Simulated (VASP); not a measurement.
Wanted: the native input for a VASP 6.6.1 run.

| Quantity | Value |
| --- | --- |
| Task | single point |
| Functional | r2SCAN |
| Potentials or basis | VASP PAW PBE potentials, release 64 (K_sv, S) |
| Cutoff | 550 eV |
| k mesh | 6 × 6 × 6 |
| Occupations | gaussian, width 0.01 eV |
| Spin | no spin polarisation |
| Dipole correction | no |
| Further INCAR settings | ALGO = Normal; EDIFF = 1e-06; NBANDS = 19 |

Crystal: K2S.

```
CELL_PARAMETERS angstrom
0.00000 3.70272 3.70272
3.70272 0.00000 3.70272
3.70272 3.70272 0.00000
ATOMIC_POSITIONS crystal
K 0.25000 0.25000 0.25000
K 0.75000 0.75000 0.75000
S 0.00000 0.00000 0.00000
```

One way to write it, as run:

POSCAR

```
K2S
1.0
    0.0000000000      3.7027186719      3.7027186719
    3.7027186719      0.0000000000      3.7027186719
    3.7027186719      3.7027186719      0.0000000000
K S
2 1
Direct
    0.2500000000      0.2500000000      0.2500000000
    0.7500000000      0.7500000000      0.7500000000
    0.0000000000      0.0000000000      0.0000000000
```

INCAR.step1

```
PREC = Accurate
ENCUT = 550
ISMEAR = 0
SIGMA = 0.01
LREAL = False
LASPH = True
NELM = 120
NBANDS = 19
GGA = PE
ALGO = Normal
EDIFF = 1E-5
LWAVE = True
LCHARG = False
GGA_COMPAT = False
```

INCAR.step2

```
PREC = Accurate
ENCUT = 550
EDIFF = 1E-6
ISMEAR = 0
SIGMA = 0.01
LREAL = False
LASPH = True
NELM = 120
ALGO = Normal
ISIF = 2
LWAVE = False
LCHARG = False
METAGGA = R2SCAN
LMIXTAU = True
NBANDS = 19
ISTART = 1
GGA_COMPAT = False
```

KPOINTS

```
regular mesh
0
Gamma
  6 6 6
```

Potentials or basis: VASP PAW PBE potentials, release 64 (K_sv, S).

Command:

```console
$ cat potpaw_PBE.64/K_sv/POTCAR potpaw_PBE.64/S/POTCAR > POTCAR
$ cp INCAR.step1 INCAR
$ mpirun -np 1 vasp_std > vasp.out
$ cp INCAR.step2 INCAR
$ mpirun -np 1 vasp_std > vasp.out
```

It gave:

* Pressure: 0.0 GPa
* Band gap on the k mesh: 2.76 eV (least direct gap 2.95 eV)

Caveat: the PAW data sets were made with another functional, which shifts forces and pressure a little.

It took 2.8 min on 1 thread of Intel(R) Xeon(R) Platinum 8175M CPU @ 2.50GHz (Skylake/Cascade Lake), with other jobs on the host, peak memory 0.26 GiB.
